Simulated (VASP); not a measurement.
A run of VASP 6.6.1 is set up as follows.

POSCAR

```
InAs
1.0
    0.0000000000      2.8414337288      2.8414337288
    2.8414337288      0.0000000000      2.8414337288
    2.8414337288      2.8414337288      0.0000000000
In As
1 1
Direct
    0.0000000000      0.0000000000      0.0000000000
    0.5000000000      0.5000000000      0.5000000000
```

The input INCAR.step1:

```
SYSTEM = InAs
ALGO = Normal
EDIFF = 1E-4
ENCUT = 520
GGA = PE
ISMEAR = -1
LASPH = .TRUE.
LCHARG = .FALSE.
LREAL = .FALSE.
LWAVE = .TRUE.
NBANDS = 16
NELM = 60
PREC = Accurate
SIGMA = 0.02
```

The input INCAR.step2:

```
SYSTEM = InAs
ALGO = Normal
EDIFF = 1E-6
ENCUT = 520
ISIF = 2
ISMEAR = -1
ISTART = 1
LASPH = .TRUE.
LCHARG = .TRUE.
LELF = .TRUE.
LMIXTAU = .TRUE.
LREAL = .FALSE.
LVHAR = .TRUE.
LWAVE = .FALSE.
METAGGA = R2SCAN
NBANDS = 16
NELM = 60
PREC = Accurate
SIGMA = 0.02
```

The input KPOINTS:

```
k-points
0
G
  6 6 6
  0 0 0
```

Potentials or basis: VASP PAW PBE potentials, release 64 (In_d, As).

Launch:

```console
$ cat potpaw_PBE.64/In_d/POTCAR potpaw_PBE.64/As/POTCAR > POTCAR
$ cp INCAR.step1 INCAR
$ mpirun -np 1 vasp_std > vasp.out
$ cp INCAR.step2 INCAR
$ mpirun -np 1 vasp_std > vasp.out
```

**Question.** What does it give for the pressure?

**Answer.** 0.2 GPa.

**Question.** Estimate the band gap on the k mesh.

**Answer.** Zero (band 9 reaches 6.52 eV, above the bottom of band 10 at 3.72 eV).

Caveat: the PAW data sets were made with another functional, which shifts forces and pressure a little; spin-orbit coupling is left out, which moves the levels of the heavy elements.
